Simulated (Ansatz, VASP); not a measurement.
# Be3Se2O: VASP beside Ansatz

The input INCAR:

```
SYSTEM = Be3Se2O
ALGO     = Normal         ! electronic algorithm
EDIFF    = 1E-6           ! SCF threshold, eV
ENCUT    = 520            ! plane-wave cutoff, eV
GGA      = PE             ! functional
ISIF     = 2              ! what is computed and relaxed
ISMEAR   = 0              ! smearing method
LASPH    = .True.         ! aspherical terms in the spheres
LCHARG   = .True.         ! write CHGCAR
LELF     = .True.         ! ELF
LREAL    = .False.        ! projectors in reciprocal space
LVHAR    = .True.       
LWAVE    = .False.        ! write WAVECAR
NBANDS   = 21             ! bands
NELM     = 100            ! most SCF steps
PREC     = Accurate       ! precision mode
SIGMA    = 0.1            ! smearing width, eV
```

The input KPOINTS:

```
k-points
0
Gamma
  6 6 4
  0 0 0
```

Contents of POSCAR:

```
Be3Se2O
1.0
    4.5296885100      0.0000000000      0.0000000000
   -2.2648442500      3.9228253200      0.0000000000
    0.0000000000      0.0000000000      5.2514369900
Be Se O
3 2 1
Direct
    0.5000000000      0.0000000000      0.7561486800
    0.0000000000      0.5000000000      0.7561486800
    0.5000000000      0.5000000000      0.7561486800
    0.3333333300      0.6666666700      0.2423220100
    0.6666666700      0.3333333300      0.2423220100
    0.0000000000      0.0000000000      0.7155707100
```

Input for Ansatz:

```yaml
crystal:
  lattice:
    - [4.52968851, 0.0, 0.0]
    - [-2.26484425, 3.92282532, 0.0]
    - [0.0, 0.0, 5.25143699]
  atoms:
    - { symbol: Be, position: [0.5, 0.0, 0.75614868] }
    - { symbol: Be, position: [0.0, 0.5, 0.75614868] }
    - { symbol: Be, position: [0.5, 0.5, 0.75614868] }
    - { symbol: Se, position: [0.33333333, 0.66666667, 0.24232201] }
    - { symbol: Se, position: [0.66666667, 0.33333333, 0.24232201] }
    - { symbol: O, position: [0.0, 0.0, 0.71557071] }
basis:
  ecutwfc: 420
kpoints:
  mp_grid: { grid: [6, 6, 4] }
hamiltonian:
  xc: pbe
scf:
  occupations: { method: gaussian, width: 0.1 }
  lower_state_search: "off"
output:
  forces: true
  stress: true
  eigenvalues: true
```

Alike in both runs: task single point; functional PBE; k mesh 6 × 6 × 4; occupations gaussian, width 0.1 eV; no spin polarisation.

|  | VASP | Ansatz |
| --- | --- | --- |
| version | VASP 6.6.1 | Ansatz 0.2.0 |
| potentials or method | VASP PAW PBE potentials, release 64 (Be, Se, O), cutoff 520 eV | scalar-relativistic, plane waves, PAW |
| valence electrons in the cell | 24 | 44 |

Ansatz gave:

* gap on the k mesh at the Fermi level (eV): none
* pressure (GPa): -6.6
* traceless stress, the component that is largest in VASP (GPa): 3.73
* rms of the force components (eV/Å): 0.191

**Question.** Which values does VASP return?

**Answer.** gap on the k mesh at the Fermi level (eV): none; pressure (GPa): -6.6; traceless stress, the component that is largest in VASP (GPa): 3.71; rms of the force components (eV/Å): 0.191.

Atom by atom the forces differ by 0.001 eV/Å (rms over components). A gap of «none» marks a metal or a gap that the smearing closes. VASP's potentials hold 24 valence electrons a cell and Ansatz's 44, so a difference there can come from the potentials and not from the codes.
